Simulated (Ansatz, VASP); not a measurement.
# CsBr: VASP beside Ansatz

File POSCAR:

```
CsBr
1.0
    4.2860000000      0.0000000000      0.0000000000
    0.0000000000      4.2860000000      0.0000000000
    0.0000000000      0.0000000000      4.2860000000
Cs Br
1 1
Direct
    0.0000000000      0.0000000000      0.0000000000
    0.5000000000      0.5000000000      0.5000000000
```

The input INCAR.step1:

```
ALGO = Normal
EDIFF = 1E-5
EDIFFG = -0.005
ENCUT = 550
GGA = PE
GGA_COMPAT = F
IBRION = 2
ISIF = 3
ISMEAR = -1
LASPH = T
LCHARG = F
LREAL = F
LWAVE = T
NELM = 120
NELMIN = 4
NSW = 100
PREC = Accurate
SIGMA = 0.1
```

Contents of INCAR.step2:

```
ALGO = Normal
EDIFF = 1E-7
EDIFFG = -0.002
ENCUT = 550
GGA_COMPAT = F
IBRION = 2
ISIF = 3
ISMEAR = -1
ISTART = 1
LASPH = T
LCHARG = F
LMIXTAU = T
LREAL = F
LWAVE = F
METAGGA = R2SCAN
NELM = 120
NELMIN = 4
NSW = 100
PREC = Accurate
SIGMA = 0.1
```

File KPOINTS:

```
k-points
0
Gamma
  8 8 8
```

Input for Ansatz:

```yaml
crystal:
  lattice:
    - [4.286, 0.0, 0.0]
    - [0.0, 4.286, 0.0]
    - [0.0, 0.0, 4.286]
  atoms:
    - { symbol: Cs, position: [0.0, 0.0, 0.0] }
    - { symbol: Br, position: [0.5, 0.5, 0.5] }
kpoints:
  mp_grid: { grid: [8, 8, 8] }
scf:
  occupations: { method: fermi_dirac, width: 0.1 }
hamiltonian:
  xc: r2scan
  pseudopotentials: { kind: paw }
relax:
  f_tol: 0.002
  max_steps: 80
  cell: {}
output:
  forces: true
  stress: true
```

Alike in both runs: task relaxation of cell and atoms; functional r2SCAN; k mesh 8 × 8 × 8; occupations fermi-dirac, width 0.1 eV; no spin polarisation.

```csv
,VASP,Ansatz
version,VASP 6.6.1,Ansatz 0.2.0
potentials or method,"VASP PAW PBE potentials, release 64 (Cs_sv, Br)","PAW with Ansatz's default frozen-core files, scalar-relativistic"
plane-wave cutoff (eV),550,500
valence electrons in the cell,16,16
```

|  | VASP | Ansatz | Ansatz less VASP |
| --- | --- | --- | --- |
| relaxed volume (Å³/atom) | 40.54 | 40.38 | -0.155 |
| relaxed cell length with the largest relative difference (Å) | 4.328 | 4.323 | -0.0055 |

VASP's potentials were made for PBE, not for r2SCAN.

Neither program's run includes spin-orbit coupling.
